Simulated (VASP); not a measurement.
# P (P6_3/mmc) in VASP: a series of runs

The runs below take P through single point, with revPBE.

All numbers are computed with VASP 6.6.1; they aren't measurements. Logs are shortened: lines on timing, memory, paths and dates and some standing lists are left out, and cuts for length are marked.

### 1 The cell of the first run

It takes space group P6_3/mmc (No. 194, hexagonal). The conventional cell has a = 3.256 Å, b = 3.256 Å, c = 3.195 Å, α = 90.00°, β = 90.00°, γ = 120.00°. P (site symmetry -6m2) has 14 P at 2.47 to 3.26 Å within 3.3 Å.

### 2 Single point, revPBE (volume scaled by 0.96)

File INCAR:

```
ALGO     = Normal         # electronic algorithm
EDIFF    = 1E-6           # SCF threshold, eV
ENCUT    = 520            # plane-wave cutoff, eV
GGA      = RE             # functional
ISIF     = 2              # what is computed and relaxed
ISMEAR   = -1             # smearing method
LASPH    = True           # aspherical terms in the spheres
LCHARG   = False          # write CHGCAR
LREAL    = False          # projectors in reciprocal space
LWAVE    = False          # write WAVECAR
NBANDS   = 12             # bands
NELM     = 60             # most SCF steps
PREC     = Accurate       # precision mode
SIGMA    = 0.1            # smearing width, eV
```

File KPOINTS:

```
k-points
0
Gamma
  12 12 11
```

File POSCAR:

```
P
1.0
    3.2561421628      0.0000000000      0.0000000000
   -1.6280710814      2.8199018313      0.0000000000
    0.0000000000      0.0000000000      3.1954568419
P
2
Direct
    0.3333333333      0.6666666667      0.2500000000
    0.6666666667      0.3333333333      0.7500000000
```

Potentials or basis: VASP PAW PBE potentials, release 64 (P).

Run with:

```
$ cat potpaw_PBE.64/P/POTCAR > POTCAR
$ mpirun -np 1 vasp_std > vasp.out
```

OUTCAR:

```text
EDIFF = 1E-6
   ENCUT = 520
   GGA = RE
   ISIF = 2
   ISMEAR = -1
   LASPH = True
   LREAL = False
   NELM = 60
   PREC = Accurate

 ion  position               nearest neighbor table
   1  0.333  0.667  0.250-   2 2.47   2 2.47   2 2.47   2 2.47   2 2.47   2 2.47
   2  0.667  0.333  0.750-   1 2.47   1 2.47   1 2.47   1 2.47   1 2.47   1 2.47

  LATTYP: Found a hexagonal cell.
 ALAT       =     3.2561421628
 C/A-ratio  =     0.9813628159

  Lattice vectors:

 A1 = (   3.2561421628,   0.0000000000,   0.0000000000)
 A2 = (  -1.6280710814,   2.8199018313,   0.0000000000)
 A3 = (   0.0000000000,   0.0000000000,   3.1954568419)

Analysis of symmetry for initial positions (statically):
=====================================================================
 Subroutine PRICEL returns:
 Original cell was already a primitive cell.

 Routine SETGRP: Setting up the symmetry group for a
 hexagonal supercell.

 Subroutine GETGRP returns: Found 24 space group operations
 (whereof 12 operations were pure point group operations)
 out of a pool of 24 trial point group operations.

The static configuration has the point symmetry D_3d.
 The point group associated with its full space group is D_6h.

Analysis of symmetry for dynamics (positions and initial velocities):
=====================================================================
 Subroutine PRICEL returns:
 Original cell was already a primitive cell.

 Routine SETGRP: Setting up the symmetry group for a
 hexagonal supercell.

 Subroutine GETGRP returns: Found 24 space group operations
 (whereof 12 operations were pure point group operations)
 out of a pool of 24 trial point group operations.

The dynamic configuration has the point symmetry D_3d.
 The point group associated with its full space group is D_6h.

 Subroutine INISYM returns: Found 24 space group operations
 (whereof 12 operations are pure point group operations),
 and found     1 'primitive' translations

----------------------------------------------------------------------------------------

                                     Primitive cell

  volume of cell :      29.3407

  direct lattice vectors                    reciprocal lattice vectors
     3.256142163  0.000000000  0.000000000     0.307111898  0.177311137  0.000000000
    -1.628071081  2.819901831  0.000000000     0.000000000  0.354622274  0.000000000
     0.000000000  0.000000000  3.195456842     0.000000000  0.000000000  0.312944299

  length of vectors
     3.256142163  3.256142163  3.195456842     0.354622274  0.354622274  0.312944299

  position of ions in fractional coordinates (direct lattice)
     0.333333333  0.666666667  0.250000000
     0.666666667  0.333333333  0.750000000

  ion indices of the primitive-cell ions
   primitive index   ion index
                 1           1
                 2           2

----------------------------------------------------------------------------------------

 KPOINTS: k-points

Automatic generation of k-mesh.
 Grid dimensions read from file:
 generate k-points for:   12   12   11

 Generating k-lattice:

  Cartesian coordinates                     Fractional coordinates (reciprocal lattice)
     0.025592658  0.014775928  0.000000000     0.083333333  0.000000000  0.000000000
     0.000000000  0.029551856  0.000000000     0.000000000  0.083333333  0.000000000
     0.000000000  0.000000000  0.028449482     0.000000000  0.000000000  0.090909091

  Length of vectors
     0.029551856  0.029551856  0.028449482

  Shift w.r.t. Gamma in fractional coordinates (k-lattice)
     0.000000000  0.000000000  0.000000000

 Subroutine IBZKPT returns following result:
 ===========================================

 Found    114 irreducible k-points:

 Following reciprocal coordinates:
            Coordinates               Weight
  0.000000  0.000000  0.000000      1.000000
  0.083333  0.000000  0.000000      6.000000
  0.166667  0.000000  0.000000      6.000000
  0.250000  0.000000  0.000000      6.000000
  0.333333 -0.000000  0.000000      6.000000
  0.416667  0.000000  0.000000      6.000000
[... 16 lines left out ...]
  0.250000  0.000000  0.090909     12.000000
  0.333333 -0.000000  0.090909     12.000000
 [... further k-points ...]
   k-points           NKPTS =    114   k-points in BZ     NKDIM =    114   number of bands    NBANDS=     12
   number of dos      NEDOS =    301   number of ions     NIONS =      2
   total plane-waves  NPLWV =  13824
   dimension x,y,z NGX =    24 NGY =   24 NGZ =   24
   dimension x,y,z NGXF=    48 NGYF=   48 NGZF=   48
   ions per type =               2
   NGX,Y,Z   is equivalent  to a cutoff of  12.25, 12.25, 12.49 a.u.
   NGXF,Y,Z  is equivalent  to a cutoff of  24.51, 24.51, 24.97 a.u.
 SYSTEM =  unknown system
   PREC   = accura    normal or accurate (medium, high low for compatibility)
   ISTART =      0    job   : 0-new  1-cont  2-samecut
   ICHARG =      2    charge: 1-file 2-atom 10-const
   ISPIN  =      1    spin polarized calculation?
   LNONCOLLINEAR =      F non collinear calculations
   LSORBIT =      F    spin-orbit coupling
   LASPH  =      T    aspherical Exc in radial PAW
   ENCUT  =  520.0 eV  38.22 Ry    6.18 a.u.   6.05  6.05  5.94*2*pi/ulx,y,z
   NELM   =     60;   NELMIN=  2; NELMDL= -5     # of ELM steps
   EDIFF  = 0.1E-05   stopping-criterion for ELM
   LREAL  =      F    real-space projection
   EDIFFG = 0.1E-04   stopping-criterion for IOM
   NSW    =      0    number of steps for IOM
   IBRION =     -1    ionic relax: 0-MD 1-quasi-New 2-CG
   NFREE  =      0    steps in history (QN), initial steepest desc. (CG)
   ISIF   =      2    stress and relaxation
   ISYM   =      2    0-nonsym 1-usesym 2-fastsym
   POTIM  = 0.5000    time-step for ionic-motion
   TEBEG  =    0.0;   TEEND  =   0.0 temperature during run
   PSTRESS=    0.0 pullay stress
   NELECT =      10.0000    total number of electrons
   NUPDOWN=      -1.0000    fix difference up-down
   EMIN   =  10.00;   EMAX   =-10.00  energy-range for DOS
   EFERMI =   0.00;   METHOD = LEGACY
   ISMEAR =    -1;   SIGMA  =   0.10  broadening in eV -4-tet -1-fermi 0-gaus
   EFERMI_NEDOS =   21; number of points for ismear=-14 and -15
   IALGO  =     38    algorithm
   IMIX   =      4    mixing-type and parameters
     AMIX     =   0.40;   BMIX     =  1.00
     AMIX_MAG =   1.60;   BMIX_MAG =  1.00
  volume/ion in A,a.u.               =      14.67        99.00
  Fermi-wavevector in a.u.,A,eV,Ry     =   1.143540  2.160977 17.792120  1.307684
  Thomas-Fermi vector in A             =   2.280235
   LORBIT       =      0    0 simple, 1 ext, 2 COOP (PROOUT), +10 PAW based schemes
   GGA     = RE    functional components
   LHFCALC =     F    Hartree Fock is set to
   AEXX    =    0.0000 exact exchange contribution
   IVDW    =     0    specifies the selected vdW correction
   LEPSILON=     F    determine dielectric tensor
   LRPA    =     F    only Hartree local field effects (RPA)
 non-spin polarized calculation
  energy-cutoff  :      520.00
  volume of cell :       29.34
 maximum number of plane-waves:       810
   NGX = 13   NGY = 13   NGZ = 11

 number of electron      10.0000000 magnetization

 number of electron       9.9999998 magnetization

 Free energy of the ion-electron system (eV)
  ---------------------------------------------------
  ext. energy  EPLUGINS =         0.00000000
  ---------------------------------------------------
  free energy    TOTEN  =        -9.29398037 eV

  energy without entropy =       -9.26914013  energy(sigma->0) =       -9.28156025

 E-fermi :   9.7078     XC(G=0): -11.2589

 val. band max:        9.6891140549   @ k =   0.3333   0.3333   0.0000
 cond. band min:       9.7357567607   @ k =   0.2500   0.0833   0.0909
 fundamental gap:      0.0466427058
 Fermi energy:         9.7077897039

 k-point     1 :       0.0000    0.0000    0.0000
  band No.  band energies     occupation
      1      -6.8915      2.00000
      2       5.5927      2.00000
      3       6.5042      2.00000
      4       7.8902      2.00000
      5       7.8902      2.00000
      6      11.8992      0.00000
      7      11.8992      0.00000
      8      12.3247      0.00000
      9      18.1046      0.00000
     10      18.4524      0.00000
     11      21.2259      0.00000
     12      21.2259      0.00000

 k-point     2 :       0.0833    0.0000    0.0000
  band No.  band energies     occupation
      1      -6.7758      2.00000
      2       5.6961      2.00000
      3       5.8083      2.00000
      4       7.6027      2.00000
      5       7.8749      2.00000
      6      11.6691      0.00000
      7      12.3472      0.00000
      8      13.0670      0.00000
      9      17.2955      0.00000
     10      18.8407      0.00000
     11      20.9837      0.00000
     12      21.6723      0.00000

 k-point     3 :       0.1667    0.0000    0.0000
  band No.  band energies     occupation
      1      -6.4308      2.00000
      2       4.2358      2.00000
      3       6.0037      2.00000
      4       7.0041      2.00000
      5       8.0066      2.00000
      6      11.1309      0.00000
      7      13.3940      0.00000
      8      14.7071      0.00000
      9      15.7766      0.00000
     10      18.7451      0.00000
     11      20.4412      0.00000
     12      21.3456      0.00000
[... 286 lines left out ...]
 k-point    23 :       0.2500    0.0000    0.0909
  band No.  band energies     occupation
      1      -5.7509      2.00000
      2       2.4923      2.00000
      3       5.2666      2.00000
      4       6.5089      2.00000
      5       9.1515      1.99235
      6      11.2223      0.00000
      7      13.3146      0.00000
      8      14.4256      0.00000
      9      16.5549      0.00000
     10      18.5919      0.00000
     11      18.7933      0.00000
     12      21.7332      0.00000

 k-point    24 :       0.3333   -0.0000    0.0909
  band No.  band energies     occupation
      1      -4.9851      2.00000
      2       0.8337      2.00000
      3       5.8484      2.00000
      4       6.0385      2.00000
      5       8.9383      1.99909
      6      11.1520      0.00000
      7      12.2803      0.00000
      8      15.1190      0.00000
      9      16.2434      0.00000
     10      19.1691      0.00000
     11      19.7081      0.00000
     12      21.2409      0.00000

 [... further k-points ...]

------------------------ aborting loop because EDIFF is reached ----------------------------------------

  FORCE on cell =-STRESS in cart. coord.  units (eV):
  Direction    XX          YY          ZZ          XY          YZ          ZX
  --------------------------------------------------------------------------------------
  -------------------------------------------------------------------------------------
  Total        0.6079859      0.6079859      0.8148805      0.0000000      0.0000000      0.0000000
  in kB       33.1996738     33.1996738     44.4973563      0.0000000      0.0000000      0.0000000
  external PRESSURE =      36.9655680 kB  Pullay stress =       0.0000000 kB

 VOLUME and BASIS-vectors are now :
 -----------------------------------------------------------------------------
  energy-cutoff  :      520.00
  volume of cell :       29.34
      direct lattice vectors                 reciprocal lattice vectors
     3.256142163  0.000000000  0.000000000     0.307111898  0.177311137  0.000000000
    -1.628071081  2.819901831  0.000000000     0.000000000  0.354622274  0.000000000
     0.000000000  0.000000000  3.195456842     0.000000000  0.000000000  0.312944299

 POSITION                                       TOTAL-FORCE (eV/Angst)
 -----------------------------------------------------------------------------------
     -0.00000      1.87993      0.79886         0.000000      0.000000      0.000000
      1.62807      0.93997      2.39659        -0.000000      0.000000      0.000000
 -----------------------------------------------------------------------------------
    total drift:                               -0.000000      0.000000     -0.000000

  FREE ENERGIE OF THE ION-ELECTRON SYSTEM (eV)
  ---------------------------------------------------
  free  energy   TOTEN  =        -9.2939803712 eV

  energy  without entropy=       -9.2691401268  energy(sigma->0) =       -9.28156025
```

It took 17 s on 1 thread of AMD EPYC 7R13 (Zen 3), shared host; peak memory 0.12 GiB.

What came out:

```yaml
Free_energy: -9.2940 eV
Pressure: 3.7 GPa
Band_gap_on_the_k_mesh: zero (band 5 reaches 11.45 eV, above the bottom of band 6 at 6.14 eV)
```

Stress tensor (GPa, compression positive):
```
3.32 0.00 0.00
0.00 3.32 0.00
0.00 0.00 4.45
```

Caveat: the cell differs from its parent crystal (volume scaled by 0.96); the PAW data sets were made with another functional, which shifts forces and pressure a little.

### 3 Single point, revPBE

This run uses another cell than the first one, of 15.28 Å³/atom, 1.042 times its volume.

File INCAR:

```
PREC = Accurate ; ENCUT = 520
EDIFF = 1E-6 ; ISMEAR = -1
SIGMA = 0.1 ; LREAL = False
LASPH = True ; NELM = 60
ALGO = Normal ; ISIF = 2
LWAVE = False ; LCHARG = False
GGA = RE ; NBANDS = 12
```

File KPOINTS:

```
Automatic mesh
0
Gamma
  12 12 11
```

File POSCAR:

```
P
1.0
    3.3007523934      0.0000000000      0.0000000000
   -1.6503761967      2.8585354243      0.0000000000
    0.0000000000      0.0000000000      3.2392356635
P
2
Direct
    0.3333333333      0.6666666667      0.2500000000
    0.6666666667      0.3333333333      0.7500000000
```

Potentials or basis: VASP PAW PBE potentials, release 64 (P).

Run with:

```
$ cat potpaw_PBE.64/P/POTCAR > POTCAR
$ mpirun -np 1 vasp_std > vasp.out
```

Run time: 22 s. Hardware: 1 thread of AMD EPYC 7R13 (Zen 3), shared host; peak memory 0.13 GiB.

It converged, with:

```yaml
Free_energy: -9.3071 eV
Pressure: -0.2 GPa
Band_gap_on_the_k_mesh: zero (band 5 reaches 10.60 eV, above the bottom of band 6 at 5.77 eV)
```

Stress tensor (GPa, compression positive):
```
-0.08  0.00  0.00
 0.00 -0.08  0.00
 0.00  0.00 -0.44
```

Levels at points of the mesh, in eV from the Fermi level:
```tsv
k point	band 3	band 4	band 5	band 6	band 7	band 8
(0.00, 0.00, 0.00)	-3.48	-1.74	-1.74	2.21	2.21	2.79
(0.50, 0.00, 0.00)	-3.99	-1.66	-1.28	1.09	2.75	3.18
```

Caveat: the PAW data sets were made with another functional, which shifts forces and pressure a little.

[end of part 1 of 2]
